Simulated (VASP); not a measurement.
## HfO2: relaxation of cell and atoms with r2SCAN

Crystal: HfO2.

```xyz
6
Lattice="-3.1634 3.1634 4.4878 3.1634 -3.1634 4.4878 3.1634 3.1634 -4.4878" Properties=species:S:1:pos:R:3 pbc="T T T"
Hf    0.0000    0.0000    0.0000
Hf    0.0000    3.1634    2.2439
O     0.0478    1.5817    1.1220
O     1.5817    3.2111    3.3659
O    -1.5817    3.1156    3.3659
O    -0.0478    4.7450    1.1220
```

- Program: VASP 6.6.1
- Task: relaxation of cell and atoms
- Functional: r2SCAN
- Potentials or basis: VASP PAW PBE potentials, release 64 (Hf_pv, O)
- Cutoff: 600 eV
- k mesh: 6 × 6 × 6
- Occupations: gaussian, width 0.02 eV
- Spin: no spin polarisation
- Dipole correction: no
- Further INCAR settings: ALGO = Normal; EDIFF = 1e-06; IBRION = 2; EDIFFG = -0.01; NSW = 80; ISIF = 3

- Relaxed volume: 29.71 Å³/atom
- Relaxed cell: a = 6.320 Å, b = 6.320 Å, c = 6.320 Å, α = 120.10°, β = 120.10°, γ = 89.83°
- Space group after relaxing (to 0.1 Å): Fd-3m (No. 227)
- Energy gained by relaxing: 0.5 meV/atom
- Ionic steps: 4
- Pressure after relaxing: 0.0 GPa
- Largest force after relaxing: 0.007 eV/Å
- Band gap on the k mesh: 5.17 eV

Forces on the atoms (eV/Å):
```
Hf   0.000  0.000  0.000
Hf   0.000  0.000  0.000
O   -0.007  0.000  0.000
O    0.000 -0.007  0.000
O    0.000  0.007  0.000
O    0.007  0.000  0.000
```

The path:
```tsv
step	energy change (eV)	largest force (eV/Å)	pressure (GPa)	volume (Å³)
1	0.0000	0.0142	-0.70	179.64
2	0.0033	0.0036	0.99	176.26
3	-0.0031	0.0073	-0.02	178.28
4	-0.0031	0.0069	0.02	178.23
```

Final structure:
```
Hf O
1.0
    -3.15535    3.15535    4.47544
     3.15535   -3.15535    4.47544
     3.15535    3.15535   -4.47544
Hf O
2 4
Direct
  0.00000 0.00000 0.00000
  0.75000 0.25000 0.50000
  0.37500 0.13251 0.25751
  0.88251 0.62500 0.75751
  0.86749 0.12500 0.24249
  0.87500 0.11749 0.74249
```

Levels at points of the mesh, in eV from the valence-band top:
```tsv
k point	band 18	band 19	band 20	band 21	band 22	band 23	band 24	band 25	band 26
(0.00, 0.00, 0.00)	-0.65	-0.65	-0.01	0.00	0.00	5.17	6.07	6.07	7.11
(0.50, 0.00, 0.00)	-1.12	-1.11	-0.35	-0.35	0.00	6.60	6.61	6.78	7.08
(0.50, 0.50, 0.00)	-1.22	-1.02	-1.02	-0.19	-0.19	6.90	6.90	7.84	7.84
(0.50, 0.50, 0.50)	-1.21	-1.02	-1.02	-0.18	-0.18	6.90	6.90	7.82	7.82
```

It took 59 min on 1 thread of Oxide Virtual Turin-like Processor, on a shared host, peak memory 0.51 GiB.

Caveat: the PAW data sets were made with another functional, which shifts forces and pressure a little; spin-orbit coupling is left out, which moves the levels of the heavy elements. A k mesh can miss the band edges.
